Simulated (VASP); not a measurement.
# MnI2 (P-3m1) in VASP: a series of runs

Runs on MnI2. Level: LDA+U. Tasks: single point.

All numbers are computed with VASP 6.6.1; they aren't measurements. Logs are shortened: lines on timing, memory, paths and dates and some standing lists are left out, and cuts for length are marked.

## (1) The cell of the first run

It takes space group P-3m1 (No. 164, trigonal). The conventional cell has a = 4.160 Å, b = 4.160 Å, c = 6.820 Å, α = 90.00°, β = 90.00°, γ = 120.00°. Within 3.9 Å of Mn (site symmetry -3m) lie 6 I at 2.95 Å. Within 3.9 Å of I (site symmetry 3m) lie 3 Mn at 2.95 Å.

## (2) Single point, LDA+U, collinear spin, ferromagnetic start

Input file INCAR:

```
PREC = Accurate ; ENCUT = 520
EDIFF = 1E-7 ; ISMEAR = 0
SIGMA = 0.05 ; LREAL = F
LASPH = T ; NELM = 150
ALGO = Normal ; ISIF = 2
LWAVE = F ; LCHARG = F
ISPIN = 2 ; MAGMOM = 5 5 0 0 0 0
LORBIT = 11 ; LMAXMIX = 4
LDAU = T ; LDAUTYPE = 2
LDAUL = 2 -1 ; LDAUU = 4 0
LDAUJ = 0 0 ; LDAUPRINT = 1
NBANDS = 40
```

Input file KPOINTS:

```
regular mesh
0
Gamma
  5 5 2
```

Input file POSCAR:

```
MnI2
1.0
    4.1600013200      0.0000000000      0.0000000000
   -2.0800006600      3.6026668200      0.0000000000
    0.0000000000      0.0000000000     13.6399982000
Mn I
2 4
Direct
    0.0000000000      0.0000000000      0.0000000000
    0.0000000000      0.0000000000      0.5000000000
    0.3333333333      0.6666666667      0.1250000000
    0.6666666667      0.3333333333      0.3750000000
    0.3333333333      0.6666666667      0.6250000000
    0.6666666667      0.3333333333      0.8750000000
```

Potentials or basis: VASP PAW LDA potentials, release 64 (Mn_pv, I).

Started as:

```
$ cat potpaw_LDA.64/Mn_pv/POTCAR potpaw_LDA.64/I/POTCAR > POTCAR
$ mpirun -np 1 vasp_std > vasp.out
```

OUTCAR:

```text
PREC = Accurate
   ENCUT = 520
   EDIFF = 1E-7
   ISMEAR = 0
   LREAL = F
   LASPH = T
   NELM = 150
   ISIF = 2
   ISPIN = 2
   LORBIT = 11

 ion  position               nearest neighbor table
   1  0.000  0.000  0.000-   3 2.95   6 2.95   6 2.95   3 2.95   6 2.95   3 2.95
   2  0.000  0.000  0.500-   5 2.95   4 2.95   5 2.95   4 2.95   4 2.95   5 2.95
   3  0.333  0.667  0.125-   1 2.95   1 2.95   1 2.95
   4  0.667  0.333  0.375-   2 2.95   2 2.95   2 2.95
   5  0.333  0.667  0.625-   2 2.95   2 2.95   2 2.95
   6  0.667  0.333  0.875-   1 2.95   1 2.95   1 2.95

  LATTYP: Found a hexagonal cell.
 ALAT       =     4.1600013200
 C/A-ratio  =     3.2788446808

  Lattice vectors:

 A1 = (   4.1600013200,   0.0000000000,   0.0000000000)
 A2 = (  -2.0800006600,   3.6026668200,   0.0000000000)
 A3 = (   0.0000000000,   0.0000000000,  13.6399982000)

Analysis of symmetry for initial positions (statically):
=====================================================================
 Subroutine PRICEL returns following result:

  LATTYP: Found a hexagonal cell.
 ALAT       =     4.1600013200
 C/A-ratio  =     1.6394223404
[... 12 lines left out ...]
 Subroutine GETGRP returns: Found 12 space group operations
 (whereof 12 operations were pure point group operations)
 out of a pool of 24 trial point group operations.

The static configuration has the point symmetry D_3d.

Analysis of symmetry for dynamics (positions and initial velocities):
=====================================================================
 Subroutine PRICEL returns following result:

  LATTYP: Found a hexagonal cell.
 ALAT       =     4.1600013200
 C/A-ratio  =     1.6394223404
[... 12 lines left out ...]
 Subroutine GETGRP returns: Found 12 space group operations
 (whereof 12 operations were pure point group operations)
 out of a pool of 24 trial point group operations.

The dynamic configuration has the point symmetry D_3d.

Analysis of structural, dynamic, and magnetic symmetry:
=====================================================================
 Subroutine PRICEL returns following result:

  LATTYP: Found a hexagonal cell.
 ALAT       =     4.1600013200
 C/A-ratio  =     1.6394223404
[... 12 lines left out ...]
 Subroutine GETGRP returns: Found 12 space group operations
 (whereof 12 operations were pure point group operations)
 out of a pool of 24 trial point group operations.

The overall configuration has the point symmetry D_3d.

 Subroutine INISYM returns: Found 12 space group operations
 (whereof 12 operations are pure point group operations),
 and found     2 'primitive' translations

----------------------------------------------------------------------------------------

                                     Primitive cell

  volume of cell :     102.2120

  direct lattice vectors                    reciprocal lattice vectors
     4.160001320  0.000000000  0.000000000     0.240384539  0.138786078  0.000000000
    -2.080000660  3.602666820  0.000000000     0.000000000  0.277572157  0.000000000
     0.000000000  0.000000000  6.819999100     0.000000000  0.000000000  0.146627585

  length of vectors
     4.160001320  4.160001317  6.819999100     0.277572157  0.277572157  0.146627585

  position of ions in fractional coordinates (direct lattice)
     0.000000000  0.000000000  0.000000000
     0.333333333  0.666666667  0.250000000
     0.666666667  0.333333333  0.750000000

  ion indices of the primitive-cell ions
   primitive index   ion index
                 1           1
                 2           3
                 3           6

----------------------------------------------------------------------------------------

[... 125 lines left out ...]
  o =  0.9317  v = -0.8304  0.0000 -0.0000 -0.5572  0.0000  0.0000  0.0000  0.0000  0.0000  0.0000      0.0000  0.0000  0.0000  0.0000  0.0000  0.0000  0.0000  0.0000  0.0000  0.0000
  o =  0.9323  v =  0.0000  0.0000 -1.0000  0.0000  0.0000  0.0000  0.0000  0.0000  0.0000  0.0000      0.0000  0.0000  0.0000  0.0000  0.0000  0.0000  0.0000  0.0000  0.0000  0.0000
  o =  0.9517  v =  0.0000  0.8304  0.0000  0.0000 -0.5572  0.0000  0.0000  0.0000  0.0000  0.0000      0.0000  0.0000  0.0000  0.0000  0.0000  0.0000  0.0000  0.0000  0.0000  0.0000
  o =  0.9517  v = -0.5572 -0.0000  0.0000  0.8304 -0.0000  0.0000  0.0000  0.0000  0.0000  0.0000      0.0000  0.0000  0.0000  0.0000  0.0000  0.0000  0.0000  0.0000  0.0000  0.0000

atom =   2  type =  1  l = 2

 onsite density matrix

spin component  1

  0.9379 -0.0000  0.0000 -0.0093 -0.0000
 -0.0000  0.9455  0.0000  0.0000 -0.0093
  0.0000  0.0000  0.9323 -0.0000 -0.0000
 -0.0093  0.0000 -0.0000  0.9455 -0.0000
 -0.0000 -0.0093 -0.0000 -0.0000  0.9379

spin component  2

  0.0341  0.0000  0.0000 -0.0317 -0.0000
  0.0000  0.0571  0.0000  0.0000 -0.0317
  0.0000  0.0000  0.0119  0.0000 -0.0000
 -0.0317  0.0000  0.0000  0.0571  0.0000
 -0.0000 -0.0317 -0.0000  0.0000  0.0341

 occupancies and eigenvectors

  o =  0.0119  v =  0.0000  0.0000  0.0000  0.0000  0.0000  0.0000 -0.0000 -1.0000  0.0000 -0.0000      0.0000  0.0000  0.0000  0.0000  0.0000  0.0000  0.0000  0.0000  0.0000  0.0000
  o =  0.0119  v =  0.0000  0.0000  0.0000  0.0000  0.0000 -0.0000  0.5740 -0.0000 -0.0000  0.8189      0.0000  0.0000  0.0000  0.0000  0.0000  0.0000  0.0000  0.0000  0.0000  0.0000
  o =  0.0119  v =  0.0000  0.0000  0.0000  0.0000  0.0000  0.8189  0.0000  0.0000  0.5740  0.0000      0.0000  0.0000  0.0000  0.0000  0.0000  0.0000  0.0000  0.0000  0.0000  0.0000
  o =  0.0793  v =  0.0000  0.0000  0.0000  0.0000  0.0000 -0.0000 -0.8189 -0.0000  0.0000  0.5740      0.0000  0.0000  0.0000  0.0000  0.0000  0.0000  0.0000  0.0000  0.0000  0.0000
  o =  0.0793  v =  0.0000  0.0000  0.0000  0.0000  0.0000  0.5740 -0.0000 -0.0000 -0.8189 -0.0000      0.0000  0.0000  0.0000  0.0000  0.0000  0.0000  0.0000  0.0000  0.0000  0.0000
  o =  0.9317  v =  0.0000 -0.5572 -0.0000  0.0000 -0.8304  0.0000  0.0000  0.0000  0.0000  0.0000      0.0000  0.0000  0.0000  0.0000  0.0000  0.0000  0.0000  0.0000  0.0000  0.0000
  o =  0.9317  v =  0.8304  0.0000  0.0000  0.5572  0.0000  0.0000  0.0000  0.0000  0.0000  0.0000      0.0000  0.0000  0.0000  0.0000  0.0000  0.0000  0.0000  0.0000  0.0000  0.0000
  o =  0.9323  v = -0.0000 -0.0000  1.0000 -0.0000 -0.0000  0.0000  0.0000  0.0000  0.0000  0.0000      0.0000  0.0000  0.0000  0.0000  0.0000  0.0000  0.0000  0.0000  0.0000  0.0000
  o =  0.9517  v =  0.0000  0.8304  0.0000 -0.0000 -0.5572  0.0000  0.0000  0.0000  0.0000  0.0000      0.0000  0.0000  0.0000  0.0000  0.0000  0.0000  0.0000  0.0000  0.0000  0.0000
  o =  0.9517  v = -0.5572  0.0000  0.0000  0.8304 -0.0000  0.0000  0.0000  0.0000  0.0000  0.0000      0.0000  0.0000  0.0000  0.0000  0.0000  0.0000  0.0000  0.0000  0.0000  0.0000

 number of electron      54.0000011 magnetization      10.0000004

 Free energy of the ion-electron system (eV)
  ---------------------------------------------------
  ext. energy  EPLUGINS =         0.00000000
  ---------------------------------------------------
  free energy    TOTEN  =       -26.55620884 eV

  energy without entropy =      -26.55620884  energy(sigma->0) =      -26.55620884

 E-fermi :   3.2738     XC(G=0):  -8.9424

 val. band max:        3.0523287823   @ k =   0.0000   0.0000   0.0000
 cond. band min:       5.3355948475   @ k =   0.4000   0.0000   0.0000
 fundamental gap:      2.2832660652
 Fermi energy:         3.2737522965

 spin component 1

 k-point     1 :       0.0000    0.0000    0.0000
  band No.  band energies     occupation
      1     -46.6731      1.00000
      2     -46.6731      1.00000
      3     -46.6731      1.00000
      4     -46.6731      1.00000
      5     -46.6652      1.00000
      6     -46.6652      1.00000
[... 409 lines left out ...]
     38       9.1253      0.00000
     39       9.5331      0.00000
 Fermi energy:         3.2737522965

 spin component 2

 k-point     1 :       0.0000    0.0000    0.0000
  band No.  band energies     occupation
      1     -42.1939      1.00000
      2     -42.1939      1.00000
      3     -42.1939      1.00000
      4     -42.1939      1.00000
      5     -42.1849      1.00000
      6     -42.1849      1.00000
[... 409 lines left out ...]
     38       9.5038      0.00000
     39      10.2403      0.00000
 [bands above 39 left out]

------------------------ aborting loop because EDIFF is reached ----------------------------------------

  FORCE on cell =-STRESS in cart. coord.  units (eV):
  Direction    XX          YY          ZZ          XY          YZ          ZX
  --------------------------------------------------------------------------------------
  -------------------------------------------------------------------------------------
  Total       -3.3533236     -3.3533236     -3.5856104     -0.0000000      0.0000000     -0.0000000
  in kB      -26.2817431    -26.2817430    -28.1022960     -0.0000000      0.0000000     -0.0000000
  external PRESSURE =     -26.8885940 kB  Pullay stress =       0.0000000 kB

 VOLUME and BASIS-vectors are now :
 -----------------------------------------------------------------------------
  energy-cutoff  :      520.00
  volume of cell :      204.42
      direct lattice vectors                 reciprocal lattice vectors
     4.160001320  0.000000000  0.000000000     0.240384539  0.138786078  0.000000000
    -2.080000660  3.602666820  0.000000000     0.000000000  0.277572157  0.000000000
     0.000000000  0.000000000 13.639998200     0.000000000  0.000000000  0.073313793

 POSITION                                       TOTAL-FORCE (eV/Angst)
 -----------------------------------------------------------------------------------
      0.00000      0.00000      0.00000        -0.000000     -0.000000      0.000000
      0.00000      0.00000      6.82000        -0.000000     -0.000000      0.000000
     -0.00000      2.40178      1.70500        -0.000000      0.000000     -0.452328
      2.08000      1.20089      5.11500         0.000000     -0.000000      0.452328
     -0.00000      2.40178      8.52500        -0.000000      0.000000     -0.452328
      2.08000      1.20089     11.93500         0.000000      0.000000      0.452328
 -----------------------------------------------------------------------------------
    total drift:                               -0.000000     -0.000000      0.000000

  FREE ENERGIE OF THE ION-ELECTRON SYSTEM (eV)
  ---------------------------------------------------
  free  energy   TOTEN  =       -26.5562088447 eV

  energy  without entropy=      -26.5562088447  energy(sigma->0) =      -26.55620884

 total charge

# of ion       s       p       d       tot
------------------------------------------
    1        0.219   6.140   4.878  11.237
    2        0.219   6.140   4.878  11.237
    3        1.514   2.781   0.016   4.310
    4        1.514   2.781   0.016   4.310
    5        1.514   2.781   0.016   4.310
    6        1.514   2.781   0.016   4.310
--------------------------------------------------
tot          6.494  23.403   9.817  39.715

 magnetization (x)

# of ion       s       p       d       tot
------------------------------------------
    1        0.034   0.023   4.495   4.552
    2        0.034   0.023   4.495   4.552
    3        0.005   0.044   0.003   0.052
    4        0.005   0.044   0.003   0.052
    5        0.005   0.044   0.003   0.052
    6        0.005   0.044   0.003   0.052
--------------------------------------------------
tot          0.089   0.222   9.001   9.312
```

Wall time 84 s (1 thread of Intel Xeon 6975P-C (Granite Rapids), shared host); peak memory 0.34 GiB.

What came out:

```
Free energy                                           : -26.5562 eV
Pressure                                              : -2.7 GPa
Largest force                                         : 0.452 eV/Å
Band gap on the k mesh                                : 2.28 eV
Net moment                                            : 10.00 μB per cell
Site moments                                          : Mn +4.55; I +0.05 μB
Valence electrons inside the program's atomic spheres : Mn 11.24; I 4.31
```

Forces in eV/Å, atoms in the order of the input:
```
Mn   0.000  0.000  0.000
Mn   0.000  0.000  0.000
I    0.000  0.000 -0.452
I    0.000  0.000  0.452
I    0.000  0.000 -0.452
I    0.000  0.000  0.452
```

Levels at points of the mesh, in eV from the valence-band top:
Spin up:
```tsv
k point	band 29	band 30	band 31	band 32	band 33	band 34	band 35	band 36
(0.00, 0.00, 0.00)	-0.16	-0.16	0.00	0.00	2.82	4.12	4.21	4.29
(0.00, 0.00, 0.50)	-0.07	-0.07	-0.07	-0.07	3.48	3.48	4.27	4.27
```
Spin down:
| k point | band 19 | band 20 | band 21 | band 22 | band 23 | band 24 | band 25 | band 26 |
| --- | --- | --- | --- | --- | --- | --- | --- | --- |
| (0.00, 0.00, 0.00) | -0.51 | -0.37 | -0.37 | -0.31 | 2.75 | 2.76 | 2.79 | 2.79 |
| (0.00, 0.00, 0.50) | -0.43 | -0.43 | -0.43 | -0.43 | 2.75 | 2.75 | 2.80 | 2.80 |

Eigenvalues of the final occupation matrices:
```
    site  spin  trace               eigenvalues
site 1 d     1   4.70  0.93 0.93 0.93 0.95 0.95
site 1 d     2   0.19  0.01 0.01 0.01 0.08 0.08
site 2 d     1   4.70  0.93 0.93 0.93 0.95 0.95
site 2 d     2   0.19  0.01 0.01 0.01 0.08 0.08
```

Caveat: spin-orbit coupling is left out, which moves the levels of the heavy elements. The state reached can hang on the start; a lower one may exist.

(Part 1 of 3 ends here.)
